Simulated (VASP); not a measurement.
Wanted: the native input for a VASP 6.6.1 run.

```yaml
Task: single point
Functional: PBEsol
Dispersion: D3(BJ)
Potentials_or_basis: VASP PAW PBE potentials, release 64 (Ge_d)
Cutoff: 520 eV
k_mesh: 28 × 28 × 26
Occupations: gaussian, width 0.15 eV
Spin: no spin polarisation
Dipole_correction: no
Further_INCAR_settings: ALGO = Fast; EDIFF = 1e-06; NBANDS = 13
```

The structure of Ge lies in POSCAR:

```
Ge
1.0
    1.3603016240     -2.4788570173      0.0000000000
    1.3603016240      2.4788570173      0.0000000000
    0.0000000000      0.0000000000      2.7301004696
Ge
1
Direct
    0.5000000000      0.5000000000      0.0000000000
```

These files were run (other wordings do the same):

INCAR

```
PREC = Accurate
ENCUT = 520
EDIFF = 1E-6
ISMEAR = 0
SIGMA = 0.15
LREAL = F
LASPH = T
NELM = 80
ALGO = Fast
ISIF = 2
LWAVE = F
LCHARG = F
GGA = PS
IVDW = 12
NBANDS = 13
```

KPOINTS

```
Automatic mesh
0
Gamma
  28 28 26
```

Potentials or basis: VASP PAW PBE potentials, release 64 (Ge_d).

The run is started by

```sh
$ cat potpaw_PBE.64/Ge_d/POTCAR > POTCAR
$ mpirun -np 1 vasp_std > vasp.out
```

It gave:

The pressure is -2.3 GPa and the band gap on the k mesh is zero (bands 7 and 8 overlap by 9.31 eV). The dispersion energy per atom is -0.335 eV.

Caveat: three body term missing; the stress differs along the axes, from -8 to 2 GPa; the PAW data sets were made with another functional, which shifts forces and pressure a little.

It took 8.4 min on 1 thread of Oxide Virtual Turin-like Processor, with other jobs on the host, peak memory 0.67 GiB.
